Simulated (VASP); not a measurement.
# Sb2P3H (P-4m2) in VASP: relaxation of cell and atoms with PBE

Aim: the relaxation of cell and atoms of Sb2P3H with PBE.

Program: VASP 6.6.1. These are calculated values, not measurements. Logs are shortened: lines on timing, memory, paths and dates and some standing lists are left out, and cuts for length are marked.

### 1 The cell of the first run

Symmetry: P-4m2, No. 115, tetragonal system. Conventional cell: a = 3.774 Å, b = 3.774 Å, c = 9.393 Å, α = 90.00°, β = 90.00°, γ = 90.00°. Within 2.5 Å of Sb (site symmetry 2mm) lie 2 P at 1.90 Å. H (site symmetry -4m2) has 2 Sb at 2.95 Å and 4 P at 3.68 Å and 4 H at 3.77 Å within 3.9 Å. P (site symmetry 2mm) has 2 Sb at 1.90 Å and 2 P at 2.43 Å within 2.5 Å. P (site symmetry -4m2) has 4 P at 2.43 Å and 8 Sb at 3.19 Å within 3.2 Å.

The cell was generated, and may not be a known phase.

### 2 Relaxation of cell and atoms, PBE

INCAR reads:

```
PREC = Accurate
ENCUT = 500
EDIFF = 1E-7
ISMEAR = 0
SIGMA = 0.1
LREAL = F
LASPH = T
NELM = 120
ALGO = Normal
ISIF = 3
LWAVE = F
LCHARG = F
GGA = PE
IBRION = 2
NSW = 90
EDIFFG = -0.04
GGA_COMPAT = F
NELMIN = 4
```

KPOINTS reads:

```
regular mesh
0
Gamma
  4 4 2
```

POSCAR reads:

```
Sb2P3H
1.0
    3.7737904900      0.0000000000      0.0000000000
    0.0000000000      3.7737904900      0.0000000000
    0.0000000000      0.0000000000      9.3931993700
Sb H P
2 1 3
Direct
    0.5000000000      0.5000000000      0.1864259300
    0.5000000000      0.5000000000      0.8135740700
    0.5000000000      0.5000000000      0.5000000000
    0.0000000000      0.5000000000      0.1636321100
    0.5000000000      0.0000000000      0.8363678900
    0.0000000000      0.0000000000      0.0000000000
```

Potentials or basis: VASP PAW PBE potentials, release 64 (Sb_d_GW, H, P).

Launch:

```bash
> cat potpaw_PBE.64/Sb_d_GW/POTCAR potpaw_PBE.64/H/POTCAR potpaw_PBE.64/P/POTCAR > POTCAR
> mpirun -np 1 vasp_std > vasp.out
```

OUTCAR:

```text
PREC = Accurate
   ENCUT = 500
   EDIFF = 1E-7
   ISMEAR = 0
   LREAL = F
   LASPH = T
   NELM = 120
   ISIF = 3
   GGA = PE
   IBRION = 2
   NSW = 90
   EDIFFG = -0.04
   NELMIN = 4

 ion  position               nearest neighbor table
   1  0.500  0.500  0.186-   4 1.90   4 1.90   6 3.19   6 3.19   6 3.19   6 3.19
   2  0.500  0.500  0.814-   5 1.90   5 1.90   6 3.19   6 3.19   6 3.19   6 3.19
   3  0.500  0.500  0.500-
   4  0.000  0.500  0.164-   1 1.90   1 1.90   6 2.43   6 2.43
   5  0.500  0.000  0.836-   2 1.90   2 1.90   6 2.43   6 2.43
   6  0.000  0.000  0.000-   4 2.43   5 2.43   4 2.43   5 2.43   1 3.19   2 3.19   1 3.19   1 3.19
                             2 3.19   2 3.19   1 3.19   2 3.19

  LATTYP: Found a simple tetragonal cell.
 ALAT       =     3.7737904900
 C/A-ratio  =     2.4890622293

  Lattice vectors:

 A1 = (   3.7737904900,   0.0000000000,   0.0000000000)
 A2 = (   0.0000000000,   3.7737904900,   0.0000000000)
 A3 = (   0.0000000000,   0.0000000000,   9.3931993700)

Analysis of symmetry for initial positions (statically):
=====================================================================
 Subroutine PRICEL returns:
 Original cell was already a primitive cell.

 Routine SETGRP: Setting up the symmetry group for a
 simple tetragonal supercell.

 Subroutine GETGRP returns: Found  8 space group operations
 (whereof  8 operations were pure point group operations)
 out of a pool of 16 trial point group operations.

The static configuration has the point symmetry D_2d.

Analysis of symmetry for dynamics (positions and initial velocities):
=====================================================================
 Subroutine PRICEL returns:
 Original cell was already a primitive cell.

 Routine SETGRP: Setting up the symmetry group for a
 simple tetragonal supercell.

 Subroutine GETGRP returns: Found  8 space group operations
 (whereof  8 operations were pure point group operations)
 out of a pool of 16 trial point group operations.

The dynamic configuration has the point symmetry D_2d.

 Subroutine INISYM returns: Found  8 space group operations
 (whereof  8 operations are pure point group operations),
 and found     1 'primitive' translations

----------------------------------------------------------------------------------------

                                     Primitive cell

  volume of cell :     133.7732

  direct lattice vectors                    reciprocal lattice vectors
     3.773790490  0.000000000  0.000000000     0.264985564  0.000000000  0.000000000
     0.000000000  3.773790490  0.000000000     0.000000000  0.264985564  0.000000000
     0.000000000  0.000000000  9.393199370     0.000000000  0.000000000  0.106459999

  length of vectors
     3.773790490  3.773790490  9.393199370     0.264985564  0.264985564  0.106459999

  position of ions in fractional coordinates (direct lattice)
     0.500000000  0.500000000  0.186425930
     0.500000000  0.500000000  0.813574070
     0.500000000  0.500000000  0.500000000
     0.000000000  0.500000000  0.163632110
     0.500000000  0.000000000  0.836367890
     0.000000000  0.000000000  0.000000000

  ion indices of the primitive-cell ions
   primitive index   ion index
                 1           1
                 2           2
                 3           3
                 4           4
                 5           5
                 6           6

----------------------------------------------------------------------------------------

 KPOINTS: regular mesh

Automatic generation of k-mesh.
 Grid dimensions read from file:
 generate k-points for:    4    4    2

 Generating k-lattice:

  Cartesian coordinates                     Fractional coordinates (reciprocal lattice)
     0.066246391  0.000000000  0.000000000     0.250000000  0.000000000  0.000000000
     0.000000000  0.066246391  0.000000000     0.000000000  0.250000000  0.000000000
     0.000000000  0.000000000  0.053230000     0.000000000  0.000000000  0.500000000

  Length of vectors
     0.066246391  0.066246391  0.053230000

  Shift w.r.t. Gamma in fractional coordinates (k-lattice)
     0.000000000  0.000000000  0.000000000

 Subroutine IBZKPT returns following result:
 ===========================================

 Found     12 irreducible k-points:

 Following reciprocal coordinates:
            Coordinates               Weight
  0.000000  0.000000  0.000000      1.000000
  0.250000  0.000000  0.000000      4.000000
  0.500000  0.000000  0.000000      2.000000
  0.250000  0.250000  0.000000      4.000000
  0.500000  0.250000  0.000000      4.000000
  0.500000  0.500000  0.000000      1.000000
  0.000000  0.000000  0.500000      1.000000
  0.250000  0.000000  0.500000      4.000000
  0.500000  0.000000  0.500000      2.000000
  0.250000  0.250000  0.500000      4.000000
  0.500000  0.250000  0.500000      4.000000
  0.500000  0.500000  0.500000      1.000000
   k-points           NKPTS =     12   k-points in BZ     NKDIM =     12   number of bands    NBANDS=     27
   number of dos      NEDOS =    301   number of ions     NIONS =      6
   total plane-waves  NPLWV =  54880
   dimension x,y,z NGX =    28 NGY =   28 NGZ =   70
   dimension x,y,z NGXF=    56 NGYF=   56 NGZF=  140
   ions per type =               2   1   3
   NGX,Y,Z   is equivalent  to a cutoff of  12.33, 12.33, 12.39 a.u.
   NGXF,Y,Z  is equivalent  to a cutoff of  24.67, 24.67, 24.78 a.u.
 SYSTEM =  unknown system
   PREC   = accura    normal or accurate (medium, high low for compatibility)
   ISTART =      0    job   : 0-new  1-cont  2-samecut
   ICHARG =      2    charge: 1-file 2-atom 10-const
   ISPIN  =      1    spin polarized calculation?
   LNONCOLLINEAR =      F non collinear calculations
   LSORBIT =      F    spin-orbit coupling
   LASPH  =      T    aspherical Exc in radial PAW
   ENCUT  =  500.0 eV  36.75 Ry    6.06 a.u.   6.88  6.88 17.13*2*pi/ulx,y,z
   NELM   =    120;   NELMIN=  4; NELMDL= -5     # of ELM steps
   EDIFF  = 0.1E-06   stopping-criterion for ELM
   LREAL  =      F    real-space projection
   EDIFFG = -.4E-01   stopping-criterion for IOM
   NSW    =     90    number of steps for IOM
   IBRION =      2    ionic relax: 0-MD 1-quasi-New 2-CG
   NFREE  =      1    steps in history (QN), initial steepest desc. (CG)
   ISIF   =      3    stress and relaxation
   ISYM   =      2    0-nonsym 1-usesym 2-fastsym
   POTIM  = 0.5000    time-step for ionic-motion
   TEBEG  =    0.0;   TEEND  =   0.0 temperature during run
   PSTRESS=    0.0 pullay stress
   NELECT =      46.0000    total number of electrons
   NUPDOWN=      -1.0000    fix difference up-down
   EMIN   =  10.00;   EMAX   =-10.00  energy-range for DOS
   EFERMI =   0.00;   METHOD = LEGACY
   ISMEAR =     0;   SIGMA  =   0.10  broadening in eV -4-tet -1-fermi 0-gaus
   EFERMI_NEDOS =   21; number of points for ismear=-14 and -15
   IALGO  =     38    algorithm
   IMIX   =      4    mixing-type and parameters
     AMIX     =   0.40;   BMIX     =  1.00
     AMIX_MAG =   1.60;   BMIX_MAG =  1.00
  volume/ion in A,a.u.               =      22.30       150.46
  Fermi-wavevector in a.u.,A,eV,Ry     =   1.146932  2.167388 17.897830  1.315453
  Thomas-Fermi vector in A             =   2.283614
   LORBIT       =      0    0 simple, 1 ext, 2 COOP (PROOUT), +10 PAW based schemes
   GGA     = PE    functional components
   LHFCALC =     F    Hartree Fock is set to
   AEXX    =    0.0000 exact exchange contribution
   IVDW    =     0    specifies the selected vdW correction
   LEPSILON=     F    determine dielectric tensor
   LRPA    =     F    only Hartree local field effects (RPA)
 conjugate gradient relaxation of ions
 non-spin polarized calculation
 Gauss-broadening in eV      SIGMA  =   0.10
  energy-cutoff  :      500.00
  volume of cell :      133.77
 maximum number of plane-waves:      3424
 NGX is ok and might be reduce to    28
   NGX = 13   NGY = 13   NGZ = 35

--------------------------------------- Ionic step        1  -------------------------------------------

 number of electron      46.0000021 magnetization

 Free energy of the ion-electron system (eV)
  ---------------------------------------------------
  ext. energy  EPLUGINS =         0.00000000
  ---------------------------------------------------
  free energy    TOTEN  =        -5.53262036 eV

  energy without entropy =       -5.51961222  energy(sigma->0) =       -5.52611629

------------------------ aborting loop because EDIFF is reached ----------------------------------------

  FORCE on cell =-STRESS in cart. coord.  units (eV):
  Direction    XX          YY          ZZ          XY          YZ          ZX
  --------------------------------------------------------------------------------------
  -------------------------------------------------------------------------------------
  Total       66.6597328     66.6597328      2.6681586      0.0000000      0.0000000      0.0000000
  in kB      798.3715250    798.3715250     31.9560514      0.0000000      0.0000000      0.0000000
  external PRESSURE =     542.8997005 kB  Pullay stress =       0.0000000 kB
[... 27 lines left out ...]
--------------------------------------- Ionic step        2  -------------------------------------------

 number of electron      45.9999927 magnetization

 E-fermi :  -1.2805     XC(G=0):  -5.7864

 val. band max:       -1.2990841371   @ k =   0.5000   0.2500   0.5000
 cond. band min:      -1.2789500298   @ k =   0.2500   0.0000   0.0000
 fundamental gap:      0.0201341072
 Fermi energy:        -1.2805114691

 k-point     1 :       0.0000    0.0000    0.0000
  band No.  band energies     occupation
      1     -30.4289      2.00000
      2     -30.4289      2.00000
      3     -30.4199      2.00000
      4     -30.4175      2.00000
      5     -30.4122      2.00000
      6     -30.4122      2.00000
[... 422 lines left out ...]
  FREE ENERGIE OF THE ION-ELECTRON SYSTEM (eV)
  ---------------------------------------------------
  free  energy   TOTEN  =       -20.7156003938 eV

  energy  without entropy=      -20.6597725413  energy(sigma->0) =      -20.68768647

[... ionic steps 4 to 19 ...]

--------------------------------------- Ionic step       20  -------------------------------------------

 number of electron      46.0000089 magnetization

------------------------ aborting loop because EDIFF is reached ----------------------------------------
[... 75 lines left out ...]
--------------------------------------- Ionic step       22  -------------------------------------------

 number of electron      46.0000092 magnetization

 Free energy of the ion-electron system (eV)
  ---------------------------------------------------
  ext. energy  EPLUGINS =         0.00000000
  ---------------------------------------------------
  free energy    TOTEN  =       -24.63515414 eV

  energy without entropy =      -24.61160112  energy(sigma->0) =      -24.62337763

 E-fermi :   3.1319     XC(G=0):  -8.1209

 val. band max:        3.0774353659   @ k =   0.5000   0.0000   0.5000
 cond. band min:       3.1585931062   @ k =   0.2500   0.2500   0.0000
 fundamental gap:      0.0811577403
 Fermi energy:         3.1318801134

 k-point     1 :       0.0000    0.0000    0.0000
  band No.  band energies     occupation
      1     -26.0118      2.00000
      2     -25.9407      2.00000
      3     -25.9407      2.00000
      4     -25.9069      2.00000
      5     -25.9069      2.00000
      6     -25.9053      2.00000
[... 382 lines left out ...]
  FREE ENERGIE OF THE ION-ELECTRON SYSTEM (eV)
  ---------------------------------------------------
  free  energy   TOTEN  =       -24.6351541387 eV

  energy  without entropy=      -24.6116011244  energy(sigma->0) =      -24.62337763

 reached required accuracy - stopping structural energy minimisation
```

Run time: 11 min. Hardware: 1 thread of AMD EPYC 9R45 (Zen 5), shared host; peak memory 0.23 GiB.

What came out:

```
Free energy                           : -24.6352 eV
Relaxed volume                        : 26.47 Å³/atom
Relaxed cell                          : a = 4.755 Å, b = 4.755 Å, c = 7.026 Å, α = 90.00°, β = 90.00°, γ = 90.00°
Space group after relaxing (to 0.1 Å) : P4/mmm (No. 123)
Energy gained by relaxing             : 3183.8 meV/atom
Ionic steps                           : 22
Pressure after relaxing               : 0.0 GPa
Largest force after relaxing          : 0.035 eV/Å
Band gap on the k mesh                : zero (bands 23 and 24 overlap by 0.94 eV)
```

Forces on the atoms (eV/Å):
```
Sb   0.000  0.000 -0.035
Sb   0.000  0.000  0.035
H    0.000  0.000  0.000
P    0.000  0.000 -0.035
P    0.000  0.000  0.035
P    0.000  0.000  0.000
```

Step by step:
```
step  energy change (eV)  largest force (eV/Å)  pressure (GPa)  volume (Å³)
   1              0.0000                6.2588           54.29       133.77
   2            -11.8670                0.4145           -8.06       322.37
   3            -15.1830                1.2822           -2.38       224.58
   4            -15.1879                1.2349           -2.82       227.54
   5            -16.1183                1.2460           -3.08       211.64
   6            -18.2021                1.1305           -0.28       163.83
   7            -18.4196                0.9819            1.05       159.10
   8            -18.5856                0.7960            3.56       151.99
   9            -18.7194                0.6611            2.37       154.65
  10            -18.9293                0.3204           -0.88       162.79
  11            -18.9418                0.2537           -1.61       165.08
  12            -18.9887                0.1445           -1.37       163.68
  13            -19.0090                0.1105           -1.14       162.54
  14            -19.0278                0.1115           -0.48       160.25
  15            -19.0547                0.1149            0.24       157.83
  16            -19.0675                0.0958            1.23       154.75
  17            -19.0885                0.0738            0.92       155.59
  18            -19.0954                0.0878            0.57       156.54
  19            -19.0957                0.0766            0.62       156.39
  20            -19.1010                0.0845            0.17       157.96
  21            -19.1019                0.0910           -0.09       158.91
  22            -19.1025                0.0350           -0.02       158.85
```

Final structure:
```
CELL_PARAMETERS angstrom
4.75487 0.00000 0.00000
0.00000 4.75487 0.00000
0.00000 0.00000 7.02595
ATOMIC_POSITIONS crystal
Sb 0.50000 0.50000 0.21884
Sb 0.50000 0.50000 0.78116
H 0.50000 0.50000 0.50000
P 0.00000 0.50000 0.00305
P 0.50000 0.00000 0.99695
P 0.00000 0.00000 0.00000
```

Caveat: the k points lie up to 0.45 Å⁻¹ apart in the final cell, too coarse for converged energies and pressures of a metal; the volume moved by over 15 % at a fixed basis, so the end points are rough; spin-orbit coupling is left out, which moves the levels of the heavy elements.

The gap in the log of VASP goes by the Fermi energy; the results here count the filled bands.